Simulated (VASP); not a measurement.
# AlN (P6_3mc) in VASP: further runs

AlN is run at these levels: PBE; tasks: single point.

Everything below comes from runs of VASP 6.6.1. Logs are shortened: lines on timing, memory, paths and dates and some standing lists are left out, and cuts for length are marked.

### Step 1. The cell of the first run

Symmetry: P6_3mc, No. 186, hexagonal system. The conventional cell has a = 3.218 Å, b = 3.218 Å, c = 4.854 Å, α = 90.00°, β = 90.00°, γ = 120.00°. Within 2.5 Å of Al (site symmetry 3m) lie 4 N at 1.85 to 1.95 Å. N (site symmetry 3m) has 4 Al at 1.85 to 1.95 Å within 2.5 Å.

### Step 2. Single point, PBE

Contents of INCAR:

```
ALGO = Normal
EDIFF = 1E-6
ENCUT = 600
GGA = PE
GGA_COMPAT = False
ISIF = 2
ISMEAR = 0
LASPH = True
LCHARG = True
LELF = True
LREAL = False
LVHAR = True
LWAVE = False
NBANDS = 16
NELM = 120
PREC = Accurate
SIGMA = 0.02
```

Contents of KPOINTS:

```
k-points
0
Gamma
  9 9 6
```

Contents of POSCAR:

```
AlN
1.0
    3.2183708026      0.0000000000      0.0000000000
   -1.6091854013      2.7871908738      0.0000000000
    0.0000000000      0.0000000000      4.8535445131
Al N
2 2
Direct
    0.3333333333      0.6666666667      0.4992342259
    0.6666666667      0.3333333333      0.9992342259
    0.3333333333      0.6666666667      0.8807657741
    0.6666666667      0.3333333333      0.3807657741
```

Potentials or basis: VASP PAW PBE potentials, release 64 (Al, N).

The run is started by

```bash
$ cat potpaw_PBE.64/Al/POTCAR potpaw_PBE.64/N/POTCAR > POTCAR
$ mpirun -np 1 vasp_std > vasp.out
```

OUTCAR:

```text
EDIFF = 1E-6
   ENCUT = 600
   GGA = PE
   ISIF = 2
   ISMEAR = 0
   LASPH = True
   LREAL = False
   NELM = 120
   PREC = Accurate

 ion  position               nearest neighbor table
   1  0.333  0.667  0.499-   3 1.85   4 1.95   4 1.95   4 1.95   2 3.06   2 3.06   2 3.06   2 3.06
                             2 3.06   2 3.06
   2  0.667  0.333  0.999-   4 1.85   3 1.95   3 1.95   3 1.95   1 3.06   1 3.06   1 3.06   1 3.06
                             1 3.06   1 3.06
   3  0.333  0.667  0.881-   1 1.85   2 1.95   2 1.95   2 1.95
   4  0.667  0.333  0.381-   2 1.85   1 1.95   1 1.95   1 1.95

  LATTYP: Found a hexagonal cell.
 ALAT       =     3.2183708026
 C/A-ratio  =     1.5080749891

  Lattice vectors:

 A1 = (   3.2183708026,   0.0000000000,   0.0000000000)
 A2 = (  -1.6091854013,   2.7871908738,   0.0000000000)
 A3 = (   0.0000000000,   0.0000000000,   4.8535445131)

Analysis of symmetry for initial positions (statically):
=====================================================================
 Subroutine PRICEL returns:
 Original cell was already a primitive cell.

 Routine SETGRP: Setting up the symmetry group for a
 hexagonal supercell.

 Subroutine GETGRP returns: Found 12 space group operations
 (whereof  6 operations were pure point group operations)
 out of a pool of 24 trial point group operations.

The static configuration has the point symmetry C_3v.
 The point group associated with its full space group is C_6v.

Analysis of symmetry for dynamics (positions and initial velocities):
=====================================================================
 Subroutine PRICEL returns:
 Original cell was already a primitive cell.

 Routine SETGRP: Setting up the symmetry group for a
 hexagonal supercell.

 Subroutine GETGRP returns: Found 12 space group operations
 (whereof  6 operations were pure point group operations)
 out of a pool of 24 trial point group operations.

The dynamic configuration has the point symmetry C_3v.
 The point group associated with its full space group is C_6v.

 Subroutine INISYM returns: Found 12 space group operations
 (whereof  6 operations are pure point group operations),
 and found     1 'primitive' translations

----------------------------------------------------------------------------------------

[... 85 lines left out ...]
   NGXF,Y,Z  is equivalent  to a cutoff of  28.93, 28.93, 27.40 a.u.
 SYSTEM =  unknown system
   PREC   = accura    normal or accurate (medium, high low for compatibility)
   ISTART =      0    job   : 0-new  1-cont  2-samecut
   ICHARG =      2    charge: 1-file 2-atom 10-const
   ISPIN  =      1    spin polarized calculation?
   LNONCOLLINEAR =      F non collinear calculations
   LSORBIT =      F    spin-orbit coupling
   LASPH  =      T    aspherical Exc in radial PAW
   ENCUT  =  600.0 eV  44.10 Ry    6.64 a.u.   6.43  6.43  9.69*2*pi/ulx,y,z
   NELM   =    120;   NELMIN=  2; NELMDL= -5     # of ELM steps
   EDIFF  = 0.1E-05   stopping-criterion for ELM
   LREAL  =      F    real-space projection
[... 7 lines left out ...]
   TEBEG  =    0.0;   TEEND  =   0.0 temperature during run
   PSTRESS=    0.0 pullay stress
   NELECT =      16.0000    total number of electrons
   NUPDOWN=      -1.0000    fix difference up-down
   EMIN   =  10.00;   EMAX   =-10.00  energy-range for DOS
   EFERMI =   0.00;   METHOD = LEGACY
   ISMEAR =     0;   SIGMA  =   0.02  broadening in eV -4-tet -1-fermi 0-gaus
   EFERMI_NEDOS =   21; number of points for ismear=-14 and -15
   IALGO  =     38    algorithm
   IMIX   =      4    mixing-type and parameters
     AMIX     =   0.40;   BMIX     =  1.00
     AMIX_MAG =   1.60;   BMIX_MAG =  1.00
  volume/ion in A,a.u.               =      10.88        73.45
  Fermi-wavevector in a.u.,A,eV,Ry     =   1.172630  2.215949 18.708833  1.375060
  Thomas-Fermi vector in A             =   2.309055
   LORBIT       =      0    0 simple, 1 ext, 2 COOP (PROOUT), +10 PAW based schemes
   GGA     = PE    functional components
   LHFCALC =     F    Hartree Fock is set to
   AEXX    =    0.0000 exact exchange contribution
   IVDW    =     0    specifies the selected vdW correction
   LEPSILON=     F    determine dielectric tensor
   LRPA    =     F    only Hartree local field effects (RPA)
 non-spin polarized calculation
 Gauss-broadening in eV      SIGMA  =   0.02
  energy-cutoff  :      600.00
  volume of cell :       43.54
 maximum number of plane-waves:      1483
 NGX is ok and might be reduce to    28
   NGX = 13   NGY = 13   NGZ = 19

 number of electron      16.0000001 magnetization

 Free energy of the ion-electron system (eV)
  ---------------------------------------------------
  ext. energy  EPLUGINS =         0.00000000
  ---------------------------------------------------
  free energy    TOTEN  =       -29.64222368 eV

  energy without entropy =      -29.64222368  energy(sigma->0) =      -29.64222368

 E-fermi :   6.0467     XC(G=0): -10.7270

 val. band max:        5.9073297534   @ k =   0.0000   0.0000   0.0000
 cond. band min:       9.6054824424   @ k =   0.0000   0.0000   0.0000
 fundamental gap:      3.6981526890
 Fermi energy:         6.0467225114

 k-point     1 :       0.0000    0.0000    0.0000
  band No.  band energies     occupation
      1      -9.1917      2.00000
      2      -6.9256      2.00000
      3       0.1175      2.00000
      4       4.6934      2.00000
      5       4.6934      2.00000
      6       5.5116      2.00000
[... 433 lines left out ...]
      3       1.1803      2.00000
      4       1.6341      2.00000
      5       1.6341      2.00000
      6       3.3995      2.00000
[... 8 lines left out ...]
     15      18.4503      0.00000
     16      19.9505      0.00000

 [... further k-points ...]
[... 5 lines left out ...]
  --------------------------------------------------------------------------------------
  -------------------------------------------------------------------------------------
  Total       -3.1869668     -3.1869668      3.0505264      0.0000000      0.0000000      0.0000000
  in kB     -117.2806359   -117.2806359    112.2596199      0.0000000      0.0000000      0.0000000
  external PRESSURE =     -40.7672173 kB  Pullay stress =       0.0000000 kB

 VOLUME and BASIS-vectors are now :
 -----------------------------------------------------------------------------
  energy-cutoff  :      600.00
  volume of cell :       43.54
      direct lattice vectors                 reciprocal lattice vectors
     3.218370803  0.000000000  0.000000000     0.310716217  0.179392091  0.000000000
    -1.609185401  2.787190874  0.000000000     0.000000000  0.358784183  0.000000000
     0.000000000  0.000000000  4.853544513     0.000000000  0.000000000  0.206034991

 POSITION                                       TOTAL-FORCE (eV/Angst)
 -----------------------------------------------------------------------------------
     -0.00000      1.85813      2.42306         0.000000     -0.000000     -0.758566
      1.60919      0.92906      4.84983         0.000000      0.000000     -0.758566
     -0.00000      1.85813      4.27484        -0.000000      0.000000      0.758566
      1.60919      0.92906      1.84806         0.000000     -0.000000      0.758566
 -----------------------------------------------------------------------------------
    total drift:                                0.000000      0.000000      0.000471

  FREE ENERGIE OF THE ION-ELECTRON SYSTEM (eV)
  ---------------------------------------------------
  free  energy   TOTEN  =       -29.6422236794 eV

  energy  without entropy=      -29.6422236794  energy(sigma->0) =      -29.64222368
```

OSZICAR:

```text
N       E                     dE             d eps       ncg     rms          rms(c)
DAV:   1     0.487054975794E+02    0.48705E+02   -0.79084E+03  1536   0.100E+03
DAV:   2    -0.302540845285E+02   -0.78960E+02   -0.72861E+02  2168   0.207E+02
DAV:   3    -0.342668039552E+02   -0.40127E+01   -0.39999E+01  2000   0.487E+01
DAV:   4    -0.342928506261E+02   -0.26047E-01   -0.26045E-01  1816   0.424E+00
DAV:   5    -0.342932030255E+02   -0.35240E-03   -0.35240E-03  1976   0.491E-01    0.119E+01
DAV:   6    -0.296267956719E+02    0.46664E+01   -0.10615E+01  1936   0.247E+01    0.404E+00
DAV:   7    -0.296560740390E+02   -0.29278E-01   -0.68912E-01  1608   0.590E+00    0.287E+00
DAV:   8    -0.296474699621E+02    0.86041E-02   -0.71152E-02  1704   0.258E+00    0.655E-01
DAV:   9    -0.296416585481E+02    0.58114E-02   -0.13098E-02  2016   0.893E-01    0.262E-01
DAV:  10    -0.296423387229E+02   -0.68017E-03   -0.28288E-03  1704   0.345E-01    0.147E-01
DAV:  11    -0.296422176188E+02    0.12110E-03   -0.31886E-04  1752   0.148E-01    0.275E-02
DAV:  12    -0.296422238950E+02   -0.62762E-05   -0.18350E-05  1800   0.332E-02    0.110E-02
DAV:  13    -0.296422236794E+02    0.21561E-06   -0.55992E-06  1728   0.203E-02
   1 F= -.29642224E+02 E0= -.29642224E+02  d E =-.186035E-25
```

stdout:

```text
POSCAR found type information on POSCAR AlN
 POSCAR found :  2 types and       4 ions
 scaLAPACK will be used
 LDA part: xc-table for (Slater+PW92), standard interpolation
 POSCAR, INCAR and KPOINTS ok, starting setup
 FFT: planning ... GRIDC
 FFT: planning ... GRID_SOFT
 FFT: planning ... GRID
 WAVECAR not read
 entering main loop
```

Run time: 37 s. Hardware: 1 thread of AMD EPYC 7R13 (Zen 3), shared host; peak memory 0.16 GiB.

Results:

```yaml
Free_energy: -29.6422 eV
Pressure: -4.1 GPa
Largest_force: 0.759 eV/Å
Band_gap_on_the_k_mesh: 3.70 eV
```

Forces on the atoms (eV/Å):
```
Al   0.000  0.000 -0.759
Al   0.000  0.000 -0.759
N    0.000  0.000  0.759
N    0.000  0.000  0.759
```

Levels at points of the mesh, in eV from the valence-band top:
```csv
k point,band 4,band 5,band 6,band 7,band 8,band 9,band 10,band 11,band 12,band 13
"(0.00, 0.00, 0.00)",-1.21,-1.21,-0.40,-0.40,0.00,3.70,5.63,10.18,10.18,10.43
"(0.00, 0.00, 0.50)",-3.19,-0.82,-0.82,-0.82,-0.82,5.74,5.74,10.11,10.11,10.50
```

Caveat: the stress differs along the axes, from -12 to 11 GPa.

### Step 3. Single point, PBE

This run uses another cell than the first one, of 11.06 Å³/atom.

Contents of INCAR:

```
PREC = Accurate ; ENCUT = 600
EDIFF = 1E-6 ; ISMEAR = 0
SIGMA = 0.02 ; LREAL = F
LASPH = T ; NELM = 120
ALGO = Normal ; ISIF = 2
LWAVE = F ; LCHARG = F
GGA = PE ; NBANDS = 16
GGA_COMPAT = F
```

Contents of KPOINTS:

```
regular mesh
0
Gamma
  9 9 6
```

Contents of POSCAR:

```
AlN
1.0
    3.2183708026      0.0000000000      0.0000000000
   -1.6091854013      2.7871908738      0.0000000000
    0.0000000000      0.0000000000      4.9335083172
Al N
2 2
Direct
    0.3333333333      0.6666666667      0.4953354106
    0.6666666667      0.3333333333      0.9953354106
    0.3333333333      0.6666666667      0.8846645894
    0.6666666667      0.3333333333      0.3846645894
```

Potentials or basis: VASP PAW PBE potentials, release 64 (Al, N).

The run is started by

```bash
$ cat potpaw_PBE.64/Al/POTCAR potpaw_PBE.64/N/POTCAR > POTCAR
$ mpirun -np 1 vasp_std > vasp.out
```

Run time: 38 s. Hardware: 1 thread of AMD EPYC 7R13 (Zen 3), shared host; peak memory 0.16 GiB.

Results (log left out):

| Item | Value |
| --- | --- |
| Free energy | -29.6931 eV |
| Pressure | -7.8 GPa |
| Band gap on the k mesh | 3.49 eV |

Stress tensor (GPa, compression positive):
```
-11.56   0.00   0.00
  0.00 -11.56   0.00
  0.00   0.00  -0.27
```

Levels at points of the mesh, in eV from the valence-band top:
| k point | band 4 | band 5 | band 6 | band 7 | band 8 | band 9 | band 10 | band 11 | band 12 | band 13 |
| --- | --- | --- | --- | --- | --- | --- | --- | --- | --- | --- |
| (0.00, 0.00, 0.00) | -1.27 | -1.27 | -0.51 | -0.51 | 0.00 | 3.49 | 5.56 | 10.10 | 10.10 | 10.22 |
| (0.00, 0.00, 0.50) | -3.26 | -0.90 | -0.90 | -0.90 | -0.90 | 5.63 | 5.63 | 9.81 | 9.81 | 10.42 |

Caveat: the stress differs along the axes, from -12 to -0 GPa.
